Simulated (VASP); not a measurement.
Crystal: NaCl (wurtzite type).

```xyz
4
Lattice="4.2635 0.0000 0.0000 -2.1318 3.6923 0.0000 0.0000 0.0000 6.9495" Properties=species:S:1:pos:R:3 pbc="T T T"
Na    0.0000    2.4615    0.0000
Na    2.1318    1.2308    3.4748
Cl    0.0000    2.4615    2.6130
Cl    2.1318    1.2308    6.0878
```

```yaml
Program: VASP 6.6.1
Task: relaxation of cell and atoms
Functional: revPBE
Potentials_or_basis: VASP PAW PBE potentials, release 64 (Na_pv, Cl)
Cutoff: 600 eV
k_mesh: 10 × 10 × 6
Occupations: fermi-dirac, width 0.03 eV
Spin: no spin polarisation
```

At the start: pressure 3.7 GPa; volume 27.35 Å³/atom.

Task: How do energy, volume and symmetry change on relaxing?

Result: Over 12 steps the energy falls by 51.7 meV/atom and the volume is 32.34 Å³/atom (+18.2 %); space group P6_3mc (No. 186, to 0.1 Å) before and after.

Step by step:
| step | energy change (eV) | largest force (eV/Å) | pressure (GPa) | volume (Å³) |
| --- | --- | --- | --- | --- |
| 1 | 0.0000 | 0.0154 | 3.67 | 109.40 |
| 2 | -0.1589 | 0.0246 | 1.45 | 119.63 |
| 3 | -0.2009 | 0.0262 | 0.25 | 127.80 |
| 4 | -0.2025 | 0.0262 | 0.02 | 129.70 |
| 5 | -0.2025 | 0.0262 | -0.03 | 130.13 |
| 6 | -0.2028 | 0.0264 | -0.03 | 130.13 |
| 7 | -0.2037 | 0.0270 | -0.03 | 130.10 |
| 8 | -0.2049 | 0.0294 | -0.03 | 130.05 |
| 9 | -0.2055 | 0.0386 | -0.03 | 129.92 |
| 10 | -0.2060 | 0.0301 | -0.03 | 129.79 |
| 11 | -0.2067 | 0.0058 | 0.00 | 129.42 |
| 12 | -0.2067 | 0.0012 | 0.01 | 129.35 |

Final structure:
```yaml
crystal:
  lattice:
    - [4.59053, 0.00000, 0.00000]
    - [-2.29527, 3.97552, 0.00000]
    - [0.00000, 0.00000, 7.08766]
  atoms:
    - { symbol: Na, position: [0.33333, 0.66667, 0.99252] }
    - { symbol: Na, position: [0.66667, 0.33333, 0.49252] }
    - { symbol: Cl, position: [0.33333, 0.66667, 0.38348] }
    - { symbol: Cl, position: [0.66667, 0.33333, 0.88348] }
```

Caveat: the volume moved by over 15 % at a fixed basis, so the end points are rough; the PAW data sets were made with another functional, which shifts forces and pressure a little.
